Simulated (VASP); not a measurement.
PbO, 2 atoms in the cell. Symmetry: R-3m, No. 166, trigonal system. The conventional cell has a = 3.686 Å, b = 3.686 Å, c = 8.909 Å, α = 90.00°, β = 90.00°, γ = 120.00°. Within 3.4 Å of Pb (site symmetry -3m) lie 6 O at 2.60 Å. Within 3.4 Å of O (site symmetry -3m) lie 6 Pb at 2.60 Å.  This cell differs from its parent crystal: strain along [111] -1.3%.

| Item | Value |
| --- | --- |
| Program | VASP 6.6.1 |
| Task | single point |
| Functional | r2SCAN |
| Potentials or basis | VASP PAW PBE potentials, release 64 (Pb_d, O) |
| Cutoff | 520 eV |
| k mesh | 8 × 8 × 8 |
| Occupations | fermi-dirac, width 0.02 eV |
| Spin | no spin polarisation |
| Dipole correction | no |
| Further INCAR settings | ALGO = Normal; EDIFF = 1e-06; NBANDS = 17 |

Potentials or basis: VASP PAW PBE potentials, release 64 (Pb_d, O).

Run with:

```console
$ cat potpaw_PBE.64/Pb_d/POTCAR potpaw_PBE.64/O/POTCAR > POTCAR
$ cp INCAR.step1 INCAR
$ mpirun -np 1 vasp_std > vasp.out
$ cp INCAR.step2 INCAR
$ mpirun -np 1 vasp_std > vasp.out
```

Hardware: 1 thread of Intel(R) Xeon(R) Platinum 8259CL CPU @ 2.50GHz (Skylake/Cascade Lake) (shared host).

Task: Estimate the wall time of this run.

Result: Wall time 2.4 min on 1 thread of Intel(R) Xeon(R) Platinum 8259CL CPU @ 2.50GHz (Skylake/Cascade Lake), with other jobs on the host, peak memory 0.19 GiB. Counts: k points 65.
